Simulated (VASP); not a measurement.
H12C3N4, 38 atoms in the cell. The cell holds an amorphous packing of atoms, 38 atoms: a = 8.400 Å, b = 8.400 Å, c = 8.400 Å, α = 90.00°, β = 90.00°, γ = 90.00°. 

- Program: VASP 6.6.1
- Task: single point
- Functional: PBE
- Potentials or basis: VASP PAW PBE potentials, release 64 (C, N, H)
- Cutoff: 520 eV
- k mesh: 1 × 1 × 1
- Occupations: fermi-dirac, width 0.02 eV
- Spin: no spin polarisation
- Dipole correction: no
- Further INCAR settings: LREAL = Auto; ALGO = Normal; EDIFF = 1e-06; NBANDS = 69

Potentials or basis: VASP PAW PBE potentials, release 64 (C, N, H).

The run is started by

```console
$ cat potpaw_PBE.64/C/POTCAR potpaw_PBE.64/N/POTCAR potpaw_PBE.64/H/POTCAR > POTCAR
$ mpirun -np 1 vasp_gam > vasp.out
```

Hardware: 1 thread of AMD EPYC 7R43 64-Core Processor (Zen 3) (shared host).

How long does it take, and how much memory?

Run time: 2.5 min on 1 thread of AMD EPYC 7R43 64-Core Processor (Zen 3), with other jobs on the host, peak memory 0.48 GiB. Counts: scf iterations 18, k points 1.
